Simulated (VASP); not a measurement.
# Zn (P2_13) in VASP: relaxation of cell and atoms with PBE

Aim: the relaxation of cell and atoms of Zn with PBE.

Everything below comes from runs of VASP 6.6.1. Logs are shortened: lines on timing, memory, paths and dates and some standing lists are left out, and cuts for length are marked.

## (1) The cell of the first run

It takes space group P2_13 (No. 198, cubic). The conventional cell has a = 3.931 Å, b = 3.931 Å, c = 3.931 Å, α = 90.00°, β = 90.00°, γ = 90.00°. Zn (site symmetry 3) has 12 Zn at 2.63 to 2.96 Å within 3.5 Å.

## (2) Relaxation of cell and atoms, PBE

The input, INCAR:

```
SYSTEM = Zn
PREC = Accurate
ENCUT = 600
EDIFF = 1E-6
ISMEAR = 0
SIGMA = 0.1
LREAL = .FALSE.
LASPH = .TRUE.
NELM = 80
ALGO = Fast
ISIF = 3
LWAVE = .FALSE.
LCHARG = .FALSE.
GGA = PE
IBRION = 2
NSW = 100
EDIFFG = -0.01
```

The input, KPOINTS:

```
Automatic mesh
0
G
  12 12 12
  0 0 0
```

The input, POSCAR:

```
Zn
1.0
    3.9313266200      0.0000000000      0.0000000000
    0.0000000000      3.9313266200      0.0000000000
    0.0000000000      0.0000000000      3.9313266200
Zn
4
Direct
    0.0299999900      0.0299999900      0.0299999900
    0.4700000100      0.9700000100      0.5299999900
    0.5299999900      0.4700000100      0.9700000100
    0.9700000100      0.5299999900      0.4700000100
```

Potentials or basis: VASP PAW PBE potentials, release 64 (Zn).

The run is started by

```sh
$ cat potpaw_PBE.64/Zn/POTCAR > POTCAR
$ mpirun -np 1 vasp_std > vasp.out
```

OUTCAR:

```text
SYSTEM = Zn
   PREC = Accurate
   ENCUT = 600
   EDIFF = 1E-6
   ISMEAR = 0
   LREAL = .FALSE.
   LASPH = .TRUE.
   NELM = 80
   ISIF = 3
   GGA = PE
   IBRION = 2
   NSW = 100
   EDIFFG = -0.01

 ion  position               nearest neighbor table
   1  0.030  0.030  0.030-   2 2.63   3 2.63   4 2.63   2 2.63   4 2.63   3 2.63   4 2.96   4 2.96
                             2 2.96   3 2.96   2 2.96   3 2.96
   2  0.470  0.970  0.530-   1 2.63   3 2.63   4 2.63   1 2.63   3 2.63   4 2.63   1 2.96   3 2.96
                             1 2.96   3 2.96   4 2.96   4 2.96
   3  0.530  0.470  0.970-   1 2.63   2 2.63   4 2.63   4 2.63   2 2.63   1 2.63   2 2.96   1 2.96
                             1 2.96   2 2.96   4 2.96   4 2.96
   4  0.970  0.530  0.470-   1 2.63   2 2.63   3 2.63   3 2.63   1 2.63   2 2.63   3 2.96   1 2.96
                             3 2.96   2 2.96   1 2.96   2 2.96

  LATTYP: Found a simple cubic cell.
 ALAT       =     3.9313266200

  Lattice vectors:

 A1 = (   3.9313266200,   0.0000000000,   0.0000000000)
 A2 = (   0.0000000000,   3.9313266200,   0.0000000000)
 A3 = (   0.0000000000,   0.0000000000,   3.9313266200)

Analysis of symmetry for initial positions (statically):
=====================================================================
 Subroutine PRICEL returns:
 Original cell was already a primitive cell.

 Routine SETGRP: Setting up the symmetry group for a
 simple cubic supercell.

 Subroutine GETGRP returns: Found 12 space group operations
 (whereof  3 operations were pure point group operations)
 out of a pool of 48 trial point group operations.

The static configuration has the point symmetry C_3 .
 The point group associated with its full space group is T   .

Analysis of symmetry for dynamics (positions and initial velocities):
=====================================================================
 Subroutine PRICEL returns:
 Original cell was already a primitive cell.

 Routine SETGRP: Setting up the symmetry group for a
 simple cubic supercell.

 Subroutine GETGRP returns: Found 12 space group operations
 (whereof  3 operations were pure point group operations)
 out of a pool of 48 trial point group operations.

The dynamic configuration has the point symmetry C_3 .
 The point group associated with its full space group is T   .

 Subroutine INISYM returns: Found 12 space group operations
 (whereof  3 operations are pure point group operations),
 and found     1 'primitive' translations

----------------------------------------------------------------------------------------

                                     Primitive cell

  volume of cell :      60.7599

  direct lattice vectors                    reciprocal lattice vectors
     3.931326620  0.000000000  0.000000000     0.254367061  0.000000000  0.000000000
     0.000000000  3.931326620  0.000000000     0.000000000  0.254367061  0.000000000
     0.000000000  0.000000000  3.931326620     0.000000000  0.000000000  0.254367061

  length of vectors
     3.931326620  3.931326620  3.931326620     0.254367061  0.254367061  0.254367061

  position of ions in fractional coordinates (direct lattice)
     0.029999990  0.029999990  0.029999990
     0.470000010  0.970000010  0.529999990
     0.529999990  0.470000010  0.970000010
     0.970000010  0.529999990  0.470000010

  ion indices of the primitive-cell ions
   primitive index   ion index
                 1           1
                 2           2
                 3           3
                 4           4

----------------------------------------------------------------------------------------

 KPOINTS: Automatic mesh

Automatic generation of k-mesh.
 Grid dimensions read from file:
 generate k-points for:   12   12   12

 Generating k-lattice:

  Cartesian coordinates                     Fractional coordinates (reciprocal lattice)
     0.021197255  0.000000000  0.000000000     0.083333333  0.000000000  0.000000000
     0.000000000  0.021197255  0.000000000     0.000000000  0.083333333  0.000000000
     0.000000000  0.000000000  0.021197255     0.000000000  0.000000000  0.083333333

  Length of vectors
     0.021197255  0.021197255  0.021197255

  Shift w.r.t. Gamma in fractional coordinates (k-lattice)
     0.000000000  0.000000000  0.000000000

 Subroutine IBZKPT returns following result:
 ===========================================

 Found    119 irreducible k-points:

 Following reciprocal coordinates:
            Coordinates               Weight
  0.000000  0.000000  0.000000      1.000000
  0.083333  0.000000  0.000000      6.000000
  0.166667  0.000000  0.000000      6.000000
  0.250000  0.000000  0.000000      6.000000
  0.333333  0.000000  0.000000      6.000000
  0.416667  0.000000  0.000000      6.000000
[... 16 lines left out ...]
 -0.166667  0.333333  0.000000     12.000000
  0.416667  0.166667  0.000000     12.000000
 [... further k-points ...]
   k-points           NKPTS =    119   k-points in BZ     NKDIM =    119   number of bands    NBANDS=     28
   number of dos      NEDOS =    301   number of ions     NIONS =      4
   total plane-waves  NPLWV =  32768
   dimension x,y,z NGX =    32 NGY =   32 NGZ =   32
   dimension x,y,z NGXF=    64 NGYF=   64 NGZF=   64
   ions per type =               4
   NGX,Y,Z   is equivalent  to a cutoff of  13.53, 13.53, 13.53 a.u.
   NGXF,Y,Z  is equivalent  to a cutoff of  27.06, 27.06, 27.06 a.u.
 SYSTEM =  Zn
   PREC   = accura    normal or accurate (medium, high low for compatibility)
   ISTART =      0    job   : 0-new  1-cont  2-samecut
   ICHARG =      2    charge: 1-file 2-atom 10-const
   ISPIN  =      1    spin polarized calculation?
   LNONCOLLINEAR =      F non collinear calculations
   LSORBIT =      F    spin-orbit coupling
   LASPH  =      T    aspherical Exc in radial PAW
   ENCUT  =  600.0 eV  44.10 Ry    6.64 a.u.   7.85  7.85  7.85*2*pi/ulx,y,z
   NELM   =     80;   NELMIN=  2; NELMDL= -5     # of ELM steps
   EDIFF  = 0.1E-05   stopping-criterion for ELM
   LREAL  =      F    real-space projection
   EDIFFG = -.1E-01   stopping-criterion for IOM
   NSW    =    100    number of steps for IOM
   IBRION =      2    ionic relax: 0-MD 1-quasi-New 2-CG
   NFREE  =      1    steps in history (QN), initial steepest desc. (CG)
   ISIF   =      3    stress and relaxation
   ISYM   =      2    0-nonsym 1-usesym 2-fastsym
   POTIM  = 0.5000    time-step for ionic-motion
   TEBEG  =    0.0;   TEEND  =   0.0 temperature during run
   PSTRESS=    0.0 pullay stress
   NELECT =      48.0000    total number of electrons
   NUPDOWN=      -1.0000    fix difference up-down
   EMIN   =  10.00;   EMAX   =-10.00  energy-range for DOS
   EFERMI =   0.00;   METHOD = LEGACY
   ISMEAR =     0;   SIGMA  =   0.10  broadening in eV -4-tet -1-fermi 0-gaus
   EFERMI_NEDOS =   21; number of points for ismear=-14 and -15
   IALGO  =     68    algorithm
   IMIX   =      4    mixing-type and parameters
     AMIX     =   0.40;   BMIX     =  1.00
     AMIX_MAG =   1.60;   BMIX_MAG =  1.00
  volume/ion in A,a.u.               =      15.19       102.51
  Fermi-wavevector in a.u.,A,eV,Ry     =   1.513385  2.859883 31.161892  2.290334
  Thomas-Fermi vector in A             =   2.623183
   LORBIT       =      0    0 simple, 1 ext, 2 COOP (PROOUT), +10 PAW based schemes
   GGA     = PE    functional components
   LHFCALC =     F    Hartree Fock is set to
   AEXX    =    0.0000 exact exchange contribution
   IVDW    =     0    specifies the selected vdW correction
   LEPSILON=     F    determine dielectric tensor
   LRPA    =     F    only Hartree local field effects (RPA)
 conjugate gradient relaxation of ions
 non-spin polarized calculation
 RMM-DIIS sequential band-by-band and
 Gauss-broadening in eV      SIGMA  =   0.10
  energy-cutoff  :      600.00
  volume of cell :       60.76
 maximum number of plane-waves:      2054
   NGX = 15   NGY = 15   NGZ = 15

--------------------------------------- Ionic step        1  -------------------------------------------

 number of electron      47.9999984 magnetization

 Free energy of the ion-electron system (eV)
  ---------------------------------------------------
  ext. energy  EPLUGINS =         0.00000000
  ---------------------------------------------------
  free energy    TOTEN  =        -4.15160764 eV

  energy without entropy =       -4.14389418  energy(sigma->0) =       -4.14775091

------------------------ aborting loop because EDIFF is reached ----------------------------------------

  FORCE on cell =-STRESS in cart. coord.  units (eV):
  Direction    XX          YY          ZZ          XY          YZ          ZX
  --------------------------------------------------------------------------------------
  -------------------------------------------------------------------------------------
  Total        1.0341037      1.0341037      1.0341037     -0.0000000      0.0000000      0.0000000
  in kB       27.2682517     27.2682517     27.2682517     -0.0000000      0.0000000      0.0000000
  external PRESSURE =      27.2682517 kB  Pullay stress =       0.0000000 kB
[... 95 lines left out ...]
  FREE ENERGIE OF THE ION-ELECTRON SYSTEM (eV)
  ---------------------------------------------------
  free  energy   TOTEN  =        -4.2080198230 eV

  energy  without entropy=       -4.2013690902  energy(sigma->0) =       -4.20469446

[... ionic steps 4 to 9 ...]

--------------------------------------- Ionic step       10  -------------------------------------------

 number of electron      47.9999976 magnetization

------------------------ aborting loop because EDIFF is reached ----------------------------------------

  FORCE on cell =-STRESS in cart. coord.  units (eV):
  Direction    XX          YY          ZZ          XY          YZ          ZX
  --------------------------------------------------------------------------------------
  -------------------------------------------------------------------------------------
  Total       -0.0522965     -0.0522965     -0.0522965     -0.0000000      0.0000000      0.0000000
  in kB       -1.3755647     -1.3755647     -1.3755647     -0.0000000      0.0000000      0.0000000
  external PRESSURE =      -1.3755647 kB  Pullay stress =       0.0000000 kB
[... 61 lines left out ...]
  energy  without entropy=       -4.3361772741  energy(sigma->0) =       -4.33953357

--------------------------------------- Ionic step       12  -------------------------------------------

 number of electron      47.9999975 magnetization

 Free energy of the ion-electron system (eV)
  ---------------------------------------------------
  ext. energy  EPLUGINS =         0.00000000
  ---------------------------------------------------
  free energy    TOTEN  =        -4.34289931 eV

  energy without entropy =       -4.33619730  energy(sigma->0) =       -4.33954830

 E-fermi :   3.0260     XC(G=0): -11.5602

 val. band max:        2.9817740473   @ k =   0.2500   0.0000   0.0000
 cond. band min:       3.0341707788   @ k =   0.3333   0.3333   0.2500
 fundamental gap:      0.0523967316
 Fermi energy:         3.0260400323

 k-point     1 :       0.0000    0.0000    0.0000
  band No.  band energies     occupation
      1      -7.2677      2.00000
      2      -5.2338      2.00000
      3      -5.2338      2.00000
      4      -5.2338      2.00000
      5      -5.1578      2.00000
      6      -5.1578      2.00000
[... 733 lines left out ...]
     27       6.6404      0.00000
     28       7.4658      0.00000

 [... further k-points ...]

------------------------ aborting loop because EDIFF is reached ----------------------------------------

  FORCE on cell =-STRESS in cart. coord.  units (eV):
  Direction    XX          YY          ZZ          XY          YZ          ZX
  --------------------------------------------------------------------------------------
  -------------------------------------------------------------------------------------
  Total        0.0387255      0.0387255      0.0387255     -0.0000000      0.0000000      0.0000000
  in kB        1.0193444      1.0193444      1.0193444     -0.0000000      0.0000000      0.0000000
  external PRESSURE =       1.0193444 kB  Pullay stress =       0.0000000 kB
[... 19 lines left out ...]
  FREE ENERGIE OF THE ION-ELECTRON SYSTEM (eV)
  ---------------------------------------------------
  free  energy   TOTEN  =        -4.3428993060 eV

  energy  without entropy=       -4.3361973032  energy(sigma->0) =       -4.33954830

 reached required accuracy - stopping structural energy minimisation
```

It took 15 min on 1 thread of Intel Xeon Platinum 8488C (Sapphire Rapids), shared host; peak memory 0.3 GiB.

Results:

- Free energy: -4.3429 eV
- Relaxed volume: 15.22 Å³/atom
- Relaxed cell: a = 3.934 Å, b = 3.934 Å, c = 3.934 Å, α = 90.00°, β = 90.00°, γ = 90.00°
- Space group after relaxing (to 0.1 Å): Fm-3m (No. 225)
- Energy gained by relaxing: 47.8 meV/atom
- Ionic steps: 12
- Pressure after relaxing: 0.1 GPa

Step by step:
```tsv
step	energy change (eV)	largest force (eV/Å)	pressure (GPa)	volume (Å³)
1	0.0000	0.4534	2.73	60.76
2	-0.0506	0.3276	-0.01	63.06
3	-0.0564	0.2696	-1.56	64.40
4	-0.0879	0.2542	-1.50	63.74
5	-0.1617	0.1654	-0.48	61.78
6	-0.1382	0.1808	3.87	57.98
7	-0.1858	0.0768	0.64	60.41
8	-0.1872	0.0370	0.91	59.98
9	-0.1905	0.0162	-0.34	61.29
10	-0.1913	0.0001	-0.14	60.91
11	-0.1913	0.0026	0.11	60.82
12	-0.1913	0.0007	0.10	60.87
```

Final structure:
```
Zn
1.0
     3.93365    0.00000    0.00000
     0.00000    3.93365    0.00000
     0.00000    0.00000    3.93365
Zn
4
Direct
  0.00001 0.00001 0.00001
  0.49999 0.99999 0.50001
  0.50001 0.49999 0.99999
  0.99999 0.50001 0.49999
```

Caveat: the highest band is partly filled, so the run has too few bands.
